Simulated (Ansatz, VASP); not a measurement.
ScAlTlAs3 in VASP and in Ansatz

```
Sc Al Tl As
1.0
     6.59941    0.00000    0.00000
    -3.29971    5.71526    0.00000
     0.00000    0.00000    3.73093
Sc Al Tl As
1 1 1 3
Direct
  0.33333 0.66667 0.00000
  0.00000 0.00000 0.00000
  0.66667 0.33333 0.00000
  0.68018 0.84009 0.50000
  0.15991 0.84009 0.50000
  0.15991 0.31982 0.50000
```

Change from the starting cell: species swapped into the LaAlCuNi3 type (P-6m2, No. 187).

Alike in both runs: functional PBE; k mesh 3 × 3 × 4; occupations gaussian, width 0.1 eV; no spin polarisation.

Ansatz relaxed the structure, and its values are those at the end. VASP's run is a single point on that final structure, the one shown.

```csv
,VASP,Ansatz
version,VASP 6.6.1,Ansatz 0.2.0
potentials or method,"VASP PAW PBE potentials, release 64 (Sc_sv, Al, Tl_d, As), cutoff 520 eV","scalar-relativistic, plane waves, PAW"
valence electrons in the cell,42,72
```

VASP gave:

| Quantity | Value |
| --- | --- |
| gap on the k mesh at the Fermi level (eV) | none |
| pressure (GPa) | 0.2 |
| rms of the force components (eV/Å) | 0.004 |

Estimate Ansatz's values.

gap on the k mesh at the Fermi level (eV): none; pressure (GPa): 0.0; rms of the force components (eV/Å): 0.006.

A gap of «none» marks a metal or a gap that the smearing closes. The functional is the same, so the differences come from potentials, cutoffs and numerics. VASP's potentials hold 42 valence electrons a cell and Ansatz's 72, so a difference there can come from the potentials and not from the codes.

The k mesh is coarse, so the values compare programs but aren't converged. Spin-orbit coupling is off throughout.
